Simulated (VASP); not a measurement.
Here is a VASP 6.6.1 calculation.

INCAR

```
SYSTEM = Si2Ni
  ALGO = Normal
  EDIFF = 1E-7
  ENCUT = 520
  GGA = PE
  ISIF = 2
  ISMEAR = 0
  LASPH = .True.
  LCHARG = .False.
  LREAL = .False.
  LWAVE = .False.
  NBANDS = 27
  NELM = 80
  PREC = Accurate
  SIGMA = 0.1
```

Contents of KPOINTS:

```
k-points
0
Gamma
  10 10 8
  0 0 0
```

File POSCAR:

```
Si2Ni
1.0
    2.6144586730      2.6144586730      0.0000000000
   -2.6144586730      2.6144586730      0.0000000000
    0.0000000000      0.0000000000      5.7603354546
Si Ni
4 2
Direct
    0.0000000000      0.5000000000      0.7500000000
    0.5000000000      0.0000000000      0.7500000000
    0.5000000000      0.0000000000      0.2500000000
    0.0000000000      0.5000000000      0.2500000000
    0.0000000000      0.0000000000      0.0000000000
    0.5000000000      0.5000000000      0.5000000000
```

Potentials or basis: VASP PAW PBE potentials, release 64 (Si, Ni).

The run is started by

```sh
$ cat potpaw_PBE.64/Si/POTCAR potpaw_PBE.64/Ni/POTCAR > POTCAR
$ mpirun -np 1 vasp_std > vasp.out
```

(1) Estimate the pressure.

(2) What does it give for the band gap on the k mesh?

Answers

(1) 4.0 GPa.

(2) zero (bands 18 and 19 overlap by 1.93 eV).

Caveat: the cell differs from its parent crystal (biaxial strain in the a-b plane: -4.0 %, then relaxed in part); the cell stands under pressure.
